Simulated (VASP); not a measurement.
# Hf11O24 (a cell with a defect) in VASP: further runs, part 2 of 2

VASP 6.6.1. The steps go on from the part before.

### 3 Single point, PBE, collinear spin

File INCAR:

```
PREC = Accurate
ENCUT = 520
EDIFF = 1E-6
ISMEAR = 0
SIGMA = 0.05
LREAL = Auto
LASPH = True
NELM = 150
ALGO = Normal
ISIF = 2
LWAVE = False
LCHARG = False
ISPIN = 2
MAGMOM = 0 0 0 0 0 0 0 0 0 0 0 0.1 0 0.13 0.05 0 0 0.05 0 0 0 0 0 0 0 0 0 0 0.05 0 0 0.05 0.14 0 0.09
LORBIT = 11
LMAXMIX = 4
GGA = PE
NBANDS = 154
LUSENCCL = False
```

File KPOINTS:

```
Automatic mesh
0
Gamma
  2 2 2
```

File POSCAR:

```
Hf11O24
1.0
   -5.1150000000      5.1150000000      0.0000000000
    0.0000000000      5.1150000000      5.1150000000
    2.5575000000      7.6725000000     -5.1150000000
Hf O
11 24
Direct
    0.6698065191      0.3314076067      0.3293739333
    0.3295553688      0.6696645696      0.6715861548
    0.4994670498      0.5004448233      0.0005416852
    0.1672390047      0.8361241672      0.3262376051
    0.8321227382      0.1648158995      0.6748567696
   -0.0003397189      0.5006612891      0.0003921288
    0.6708268957      0.8360624932      0.3260730129
    0.3283604867      0.1647841140      0.6749393172
    0.4994798561      0.0005975017      0.0005770994
    0.1649595413      0.3318985500      0.3386105374
    0.8342451683      0.6691962144      0.6624829212
    0.7729377430      0.3622247778      0.0918878381
    0.4603011117      0.6663044733      0.4141845245
    0.1318680710      0.0000956685      0.7360878863
    0.3164438013      0.8194862381      0.0905544428
    0.9558551355      0.1682600469      0.4197402276
    0.6314061116      0.5041243695      0.7440329724
    0.7735663610      0.8196676858      0.0907725624
    0.4568478261      0.1678040006      0.4193521142
    0.1205726696      0.5043731699      0.7440926864
    0.2865951673      0.3339179555      0.0938348728
    0.9577365414      0.6667133380      0.4173801761
    0.6314415726     -0.0067183041      0.7443801014
    0.3677000617      0.0072633860      0.2570201543
    0.0414247100      0.3340576028      0.5838195112
    0.7130119419      0.6668435133      0.9076645988
    0.8784893623      0.4970542517      0.2567291977
    0.5422724350      0.8336157574      0.5815450410
    0.2256054040      0.1819791265      0.9103182514
    0.3676204463      0.4975164898      0.2572522856
    0.0432455112      0.8332592500      0.5810700119
    0.6826788035      0.1817575800      0.9102903552
    0.8675506024      0.0006834095      0.2650380468
    0.5390232613      0.3344667564      0.5873153650
    0.2262451226      0.6383541915      0.9092723580
```

Potentials or basis: VASP PAW PBE potentials, release 64 (Hf_pv, O).

The run is started by

```bash
cat potpaw_PBE.64/Hf_pv/POTCAR potpaw_PBE.64/O/POTCAR > POTCAR
mpirun -np 1 vasp_std > vasp.out
```

Wall time 6.7 min (1 × NVIDIA H100 80GB with 1 thread of AMD EPYC 7R13 (Zen 3), shared host); peak memory 1.9 GiB.

It converged, with:

| Item | Value |
| --- | --- |
| Free energy | -337.5910 eV |
| Pressure | -2.8 GPa |
| Largest force | 0.109 eV/Å |
| Band gap on the k mesh | 0.01 eV |
| Net moment | 0.00 μB per cell |
| Valence electrons inside the program's atomic spheres | Hf 8.21, 8.19, 8.22, 8.30 (each value once); O 5.03, 5.05, 5.04, 5.07, 5.08, 5.02 (each value once) |

Forces on the atoms (eV/Å):
```
Hf   0.002  0.001 -0.059
Hf   0.001 -0.003  0.050
Hf  -0.006  0.004  0.001
Hf   0.008 -0.013  0.048
Hf  -0.002  0.009 -0.043
Hf   0.007 -0.002 -0.007
Hf  -0.009  0.017  0.046
Hf   0.007  0.000 -0.039
Hf  -0.005  0.000  0.004
Hf   0.026  0.023 -0.044
Hf  -0.028 -0.024  0.042
O    0.062  0.063  0.064
O   -0.021 -0.024 -0.016
O   -0.050 -0.045  0.057
O   -0.049  0.051 -0.039
O   -0.004 -0.011  0.037
O   -0.001  0.001 -0.008
O    0.054 -0.050 -0.037
O   -0.006 -0.010  0.037
O    0.003  0.000 -0.013
O   -0.011 -0.007  0.011
O    0.027  0.022 -0.043
O    0.016  0.015  0.016
O   -0.015 -0.013 -0.011
O   -0.024 -0.017  0.038
O    0.008  0.003 -0.010
O   -0.010 -0.006  0.017
O    0.005  0.016 -0.042
O   -0.056  0.040  0.039
O   -0.004 -0.010  0.015
O    0.011  0.012 -0.042
O    0.050 -0.053  0.034
O    0.056  0.051 -0.061
O    0.015  0.019  0.014
O   -0.059 -0.058 -0.057
```

Stress tensor (GPa, compression positive):
```
-2.68  0.07  0.07
 0.07 -2.66  0.06
 0.07  0.06 -3.03
```

Levels at points of the mesh, in eV from the valence-band top:
Spin up:
| k point | band 124 | band 125 | band 126 | band 127 | band 128 | band 129 | band 130 | band 131 |
| --- | --- | --- | --- | --- | --- | --- | --- | --- |
| (0.00, 0.00, 0.00) | -0.19 | -0.17 | -0.10 | 0.00 | 0.01 | 0.45 | 4.40 | 4.59 |
| (0.50, 0.00, 0.00) | -0.28 | -0.25 | -0.13 | -0.05 | 0.08 | 0.24 | 4.75 | 4.84 |
| (0.50, 0.50, 0.50) | -0.28 | -0.25 | -0.13 | -0.05 | 0.08 | 0.24 | 4.75 | 4.84 |
| (0.50, 0.50, 0.00) | -0.35 | -0.31 | -0.10 | -0.02 | 0.10 | 0.24 | 4.73 | 4.87 |
| (0.50, 0.00, 0.50) | -0.35 | -0.30 | -0.10 | -0.02 | 0.10 | 0.24 | 4.73 | 4.87 |
| (0.00, 0.50, 0.00) | -0.36 | -0.26 | -0.22 | 0.00 | 0.16 | 0.35 | 4.79 | 4.85 |
| (0.00, 0.00, 0.50) | -0.41 | -0.30 | -0.14 | -0.04 | 0.34 | 0.51 | 4.31 | 4.52 |
| (0.00, 0.50, 0.50) | -0.26 | -0.25 | -0.17 | -0.04 | 0.05 | 0.07 | 4.67 | 4.86 |
Spin down:
```
           k point  band 125  band 126  band 127  band 128  band 129  band 130
(0.00, 0.00, 0.00)     -0.17     -0.10      0.00      0.01      0.44      4.40
(0.50, 0.00, 0.00)     -0.25     -0.13     -0.05      0.08      0.24      4.75
(0.50, 0.50, 0.50)     -0.25     -0.13     -0.05      0.08      0.24      4.75
(0.50, 0.50, 0.00)     -0.31     -0.10     -0.02      0.10      0.24      4.73
(0.50, 0.00, 0.50)     -0.31     -0.10     -0.02      0.10      0.24      4.73
(0.00, 0.50, 0.00)     -0.26     -0.22      0.00      0.16      0.35      4.79
(0.00, 0.00, 0.50)     -0.30     -0.14     -0.04      0.34      0.51      4.31
(0.00, 0.50, 0.50)     -0.25     -0.17     -0.04      0.05      0.07      4.67
```

Caveat: the k points lie up to 0.53 Å⁻¹ apart; the smearing spreads over this small gap; spin-orbit coupling is left out, which moves the levels of the heavy elements.

### 4 Single point, PBE, collinear spin

INCAR, as its differences from that of step 3:

```diff
@@ -6,3 +6,3 @@
 LREAL = Auto
-LASPH = True
+LASPH = T
 NELM = 150
@@ -10,4 +10,4 @@
 ISIF = 2
-LWAVE = False
-LCHARG = False
+LWAVE = F
+LCHARG = F
 ISPIN = 2
@@ -17,3 +17,4 @@
 GGA = PE
+NELECT = 256.0
 NBANDS = 154
-LUSENCCL = False
+LUSENCCL = F
```

File KPOINTS:

```
regular mesh
0
Gamma
  2 2 2
```

POSCAR is that of step 3.

The run is started by

```bash
cat potpaw_PBE.64/Hf_pv/POTCAR potpaw_PBE.64/O/POTCAR > POTCAR
mpirun -np 1 vasp_std > vasp.out
```

Wall time 4.2 min (1 × NVIDIA H100 80GB with 1 thread of AMD EPYC 7R13 (Zen 3), shared host); peak memory 1.9 GiB.

Results (log left out):

| Quantity | Value |
| --- | --- |
| Free energy | -331.4110 eV |
| Largest force | 0.292 eV/Å |
| Net moment | 0.00 μB per cell |
| Valence electrons inside the program's atomic spheres | Hf 8.26, 8.24, 8.28, 8.27, 8.35 (each value once); O 5.06, 5.08, 5.07, 5.09, 5.10, 5.11 (each value once) |

Forces in eV/Å, atoms in the order of the input:
```
Hf  -0.154 -0.150 -0.036
Hf   0.152  0.145  0.030
Hf  -0.007  0.010  0.001
Hf   0.042 -0.098  0.157
Hf  -0.037  0.090 -0.147
Hf   0.012 -0.003 -0.003
Hf  -0.092  0.050  0.148
Hf   0.086 -0.038 -0.139
Hf  -0.008 -0.001 -0.005
Hf  -0.037 -0.046 -0.025
Hf   0.038  0.046  0.021
O    0.164  0.161  0.097
O   -0.047 -0.046  0.006
O   -0.148 -0.144  0.188
O   -0.111  0.162 -0.131
O   -0.054  0.057  0.099
O   -0.107  0.074  0.055
O    0.168 -0.110 -0.128
O    0.059 -0.062  0.099
O    0.078 -0.105  0.049
O    0.085  0.092 -0.122
O   -0.031 -0.040 -0.103
O   -0.058 -0.060 -0.116
O    0.061  0.062  0.119
O    0.036  0.046  0.095
O   -0.093 -0.097  0.124
O   -0.087  0.101 -0.044
O   -0.059  0.070 -0.101
O   -0.167  0.101  0.133
O    0.106 -0.084 -0.047
O    0.063 -0.055 -0.100
O    0.111 -0.166  0.130
O    0.154  0.152 -0.195
O    0.040  0.044 -0.013
O   -0.158 -0.156 -0.095
```

Levels at points of the mesh, in eV from the Fermi level:
Spin up:
| k point | band 124 | band 125 | band 126 | band 127 | band 128 | band 129 | band 130 | band 131 | band 132 | band 133 |
| --- | --- | --- | --- | --- | --- | --- | --- | --- | --- | --- |
| (0.00, 0.00, 0.00) | -0.39 | -0.38 | -0.32 | -0.19 | -0.18 | 0.26 | 4.02 | 4.20 | 4.21 | 4.32 |
| (0.50, 0.00, 0.00) | -0.49 | -0.46 | -0.32 | -0.22 | -0.12 | 0.07 | 4.37 | 4.45 | 4.50 | 4.52 |
| (0.50, 0.50, 0.50) | -0.49 | -0.46 | -0.32 | -0.23 | -0.12 | 0.07 | 4.37 | 4.45 | 4.50 | 4.52 |
| (0.50, 0.50, 0.00) | -0.54 | -0.52 | -0.30 | -0.20 | -0.09 | 0.07 | 4.35 | 4.50 | 4.51 | 4.54 |
| (0.50, 0.00, 0.50) | -0.54 | -0.51 | -0.30 | -0.20 | -0.09 | 0.07 | 4.35 | 4.50 | 4.51 | 4.54 |
| (0.00, 0.50, 0.00) | -0.56 | -0.47 | -0.42 | -0.15 | -0.05 | 0.17 | 4.41 | 4.48 | 4.56 | 4.57 |
| (0.00, 0.00, 0.50) | -0.60 | -0.49 | -0.34 | -0.23 | 0.13 | 0.33 | 3.92 | 4.14 | 4.42 | 4.48 |
| (0.00, 0.50, 0.50) | -0.47 | -0.46 | -0.38 | -0.23 | -0.12 | -0.08 | 4.29 | 4.48 | 4.50 | 4.52 |
Spin down:
| k point | band 125 | band 126 | band 127 | band 128 | band 129 | band 130 | band 131 | band 132 |
| --- | --- | --- | --- | --- | --- | --- | --- | --- |
| (0.00, 0.00, 0.00) | -0.38 | -0.32 | -0.19 | -0.18 | 0.26 | 4.02 | 4.20 | 4.21 |
| (0.50, 0.00, 0.00) | -0.46 | -0.32 | -0.22 | -0.12 | 0.07 | 4.37 | 4.45 | 4.50 |
| (0.50, 0.50, 0.50) | -0.46 | -0.32 | -0.23 | -0.12 | 0.07 | 4.37 | 4.45 | 4.50 |
| (0.50, 0.50, 0.00) | -0.52 | -0.30 | -0.20 | -0.09 | 0.07 | 4.35 | 4.50 | 4.51 |
| (0.50, 0.00, 0.50) | -0.51 | -0.30 | -0.20 | -0.09 | 0.07 | 4.35 | 4.50 | 4.51 |
| (0.00, 0.50, 0.00) | -0.47 | -0.42 | -0.15 | -0.05 | 0.17 | 4.41 | 4.48 | 4.56 |
| (0.00, 0.00, 0.50) | -0.49 | -0.34 | -0.23 | 0.13 | 0.33 | 3.92 | 4.14 | 4.42 |
| (0.00, 0.50, 0.50) | -0.46 | -0.38 | -0.23 | -0.12 | -0.08 | 4.29 | 4.48 | 4.50 |

Caveat: the k points lie up to 0.53 Å⁻¹ apart; the cell carries a net charge on a neutralising background, which shifts energy and pressure; the cell is charged against a uniform background, so pressure and absolute levels hang on convention; spin-orbit coupling is left out, which moves the levels of the heavy elements.
